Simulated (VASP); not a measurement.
Set up this calculation in VASP 6.6.1, as the native input.

```
Task                   : single point
Functional             : PBE
Potentials or basis    : VASP PAW PBE potentials, release 64 (Ba_sv, O)
Cutoff                 : 600 eV
k mesh                 : 8 × 8 × 8
Occupations            : gaussian, width 0.02 eV
Spin                   : no spin polarisation
Dipole correction      : no
Further INCAR settings : ALGO = Normal; EDIFF = 1e-06; NBANDS = 15
```

The structure of BaO lies in POSCAR:

```
BaO
1.0
    0.0000000000      2.7595318786      2.7595318786
    2.7595318786      0.0000000000      2.7595318786
    2.7595318786      2.7595318786      0.0000000000
Ba O
1 1
Direct
    0.0000000000      0.0000000000      0.0000000000
    0.5000000000      0.5000000000      0.5000000000
```

One way to write it, as run:

INCAR

```
PREC = Accurate ; ENCUT = 600
EDIFF = 1E-6 ; ISMEAR = 0
SIGMA = 0.02 ; LREAL = False
LASPH = True ; NELM = 120
ALGO = Normal ; ISIF = 2
LWAVE = False ; LCHARG = True
GGA = PE ; LELF = True
LVHAR = True ; NBANDS = 15
GGA_COMPAT = False
```

KPOINTS

```
regular mesh
0
Gamma
  8 8 8
```

Potentials or basis: VASP PAW PBE potentials, release 64 (Ba_sv, O).

Run with:

```bash
$ cat potpaw_PBE.64/Ba_sv/POTCAR potpaw_PBE.64/O/POTCAR > POTCAR
$ mpirun -np 1 vasp_std > vasp.out
```

Results of the run:

The pressure is 3.9 GPa and the band gap on the k mesh is 1.94 eV.

Caveat: the cell stands under pressure; spin-orbit coupling is left out, which moves the levels of the heavy elements.

It took 25 s on 1 thread of AMD EPYC 7R43 64-Core Processor (Zen 3) (shared host), peak memory 0.15 GiB.
